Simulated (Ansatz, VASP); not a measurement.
# One calculation of Al3BN2, two programs

```
Al B N
1.0
     3.79845    0.00000    0.00000
    -1.89923    3.28955    0.00000
     0.00000    0.00000    8.65314
Al B N
3 1 2
Direct
  0.33333 0.66667 0.00000
  0.33333 0.66667 0.30260
  0.33333 0.66667 0.69740
  0.00000 0.00000 0.00000
  0.33333 0.66667 0.50000
  0.66667 0.33333 0.00000
```

Alike in both runs: functional PBE; k mesh 4 × 4 × 2; occupations gaussian, width 0.15 eV; no spin polarisation.

Ansatz relaxed the structure, and its values are those at the end. VASP's run is a single point on that final structure, the one shown.

|  | VASP | Ansatz |
| --- | --- | --- |
| version | VASP 6.6.1 | Ansatz 0.2.0 |
| potentials or method | VASP PAW PBE potentials, release 64 (Al, B, N), cutoff 600 eV | scalar-relativistic, plane waves, PAW |
| valence electrons in the cell | 22 | 22 |

|  | VASP | Ansatz | Ansatz less VASP |
| --- | --- | --- | --- |
| gap on the k mesh at the Fermi level (eV) | none | none | - |
| pressure (GPa) | -0.1 | 0.0 | +0.04 |
| rms of the force components (eV/Å) | 0.006 | 0.004 | -0.0015 |

A gap of «none» marks a metal or a gap that the smearing closes. With one functional, cell and mesh, what is left measures potentials, basis and numerics.

The k mesh is coarse, so the values compare programs but aren't converged.
